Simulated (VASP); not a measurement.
Wanted: the native input for a VASP 6.6.1 run.

```
Task                   : single point
Functional             : r2SCAN
Potentials or basis    : VASP PAW PBE potentials, release 64 (C)
Cutoff                 : 520 eV
k mesh                 : 9 × 9 × 6
Occupations            : fermi-dirac, width 0.05 eV
Spin                   : no spin polarisation
Dipole correction      : no
Further INCAR settings : ALGO = Normal; EDIFF = 1e-07; NBANDS = 11
```

C:

```
C
1.0
     2.13086   -1.23032    0.00000
     2.13086    1.23032    0.00000
    -1.38136    0.00000    3.50866
C
2
Cartesian
  2.1603 0.0209 3.5069
  -0.6760 -0.0010 3.4904
```

One way to write it, as run:

POSCAR

```
C
1.0
    2.1308596405     -1.2303237309      0.0000000000
    2.1308596405      1.2303237309      0.0000000000
   -1.3813646299      0.0000000000      3.5086583469
C
2
Direct
    0.8224100000      0.8393600000      0.9995100000
    0.1642600000      0.1634100000      0.9948100000
```

INCAR.step1

```
PREC = Accurate
ENCUT = 520
ISMEAR = -1
SIGMA = 0.05
LREAL = False
LASPH = True
NELM = 80
NBANDS = 11
GGA = PE
ALGO = Normal
EDIFF = 1E-4
LWAVE = True
LCHARG = False
```

INCAR.step2

```
PREC = Accurate
ENCUT = 520
EDIFF = 1E-7
ISMEAR = -1
SIGMA = 0.05
LREAL = False
LASPH = True
NELM = 80
ALGO = Normal
ISIF = 2
LWAVE = False
LCHARG = False
METAGGA = R2SCAN
LMIXTAU = True
NBANDS = 11
ISTART = 1
```

KPOINTS

```
Automatic mesh
0
Gamma
  9 9 6
```

Potentials or basis: VASP PAW PBE potentials, release 64 (C).

The run is started by

```bash
$ cat potpaw_PBE.64/C/POTCAR > POTCAR
$ cp INCAR.step1 INCAR
$ mpirun -np 1 vasp_std > vasp.out
$ cp INCAR.step2 INCAR
$ mpirun -np 1 vasp_std > vasp.out
```

It gave:

```json
{
 "Pressure": "-0.7 GPa",
 "Largest force": "1.235 eV/Å",
 "Band gap on the k mesh": "0.25 eV, direct"
}
```

Caveat: the PAW data sets were made with another functional, which shifts forces and pressure a little.

Wall time 2.5 min on 1 thread of AMD EPYC 9R45 (Zen 5), on a shared host, peak memory 0.12 GiB.
